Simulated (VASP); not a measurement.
Wanted: the native input for a VASP 6.6.1 run.

```
Task                   : single point
Functional             : PBE
Potentials or basis    : VASP PAW PBE potentials, release 64 (Sn_d, As)
Cutoff                 : 520 eV
k mesh                 : 4 × 4 × 4
Occupations            : gaussian, width 0.1 eV
Spin                   : no spin polarisation
Dipole correction      : no
Further INCAR settings : ALGO = Normal; EDIFF = 1e-06; NBANDS = 30
```

The structure of Sn2As3 lies in POSCAR:

```
Sn2As3
1.0
    4.9907762700      0.0000000000      0.0000000000
    0.0000000000      4.9907762700      0.0000000000
    0.0000000000      0.0000000000      4.9907762700
Sn As
2 3
Direct
    0.5000000000      0.5000000000      0.5000000000
    0.0000000000      0.0000000000      0.0000000000
    0.5000000000      0.0000000000      0.0000000000
    0.0000000000      0.5000000000      0.0000000000
    0.0000000000      0.0000000000      0.5000000000
```

One way to write it, as run:

INCAR

```
PREC = Accurate ; ENCUT = 520
EDIFF = 1E-6 ; ISMEAR = 0
SIGMA = 0.1 ; LREAL = F
LASPH = T ; NELM = 100
ALGO = Normal ; ISIF = 2
LWAVE = F ; LCHARG = F
GGA = PE ; NBANDS = 30
```

KPOINTS

```
regular mesh
0
Gamma
  4 4 4
```

Potentials or basis: VASP PAW PBE potentials, release 64 (Sn_d, As).

Command:

```console
$ cat potpaw_PBE.64/Sn_d/POTCAR potpaw_PBE.64/As/POTCAR > POTCAR
$ mpirun -np 1 vasp_std > vasp.out
```

Results of the run:

```yaml
Pressure: 9.3 GPa
```

It took 27 s on 1 thread of Intel(R) Xeon(R) Platinum 8259CL CPU @ 2.50GHz (Skylake/Cascade Lake), on a shared host, peak memory 0.24 GiB.
